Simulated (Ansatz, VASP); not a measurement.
One calculation of LiW, two programs

```
Li W
1.0
     1.44367   -2.19441    0.00000
     1.44367    2.19441    0.00000
     0.00000    0.00000    4.99040
Li W
1 1
Direct
  0.50000 0.50000 0.50000
  0.00000 0.00000 0.00000
```

Change from the starting cell: species swapped into the TaRe type (Cmmm, No. 65).

Alike in both runs: functional PBE; k mesh 8 × 8 × 4; occupations gaussian, width 0.1 eV; no spin polarisation.

Ansatz relaxed the structure, and its values are those at the end. VASP's run is a single point on that final structure, the one shown.

```csv
,VASP,Ansatz
version,VASP 6.6.1,Ansatz 0.2.0
potentials or method,"VASP PAW PBE potentials, release 64 (Li_sv, W_sv), cutoff 750 eV","scalar-relativistic, plane waves, PAW"
valence electrons in the cell,17,17
```

|  | VASP | Ansatz | Ansatz less VASP |
| --- | --- | --- | --- |
| gap on the k mesh at the Fermi level (eV) | none | none | - |
| pressure (GPa) | 0.2 | 0.0 | -0.18 |

A gap of «none» marks a metal or a gap that the smearing closes.

Neither program's run includes spin-orbit coupling.
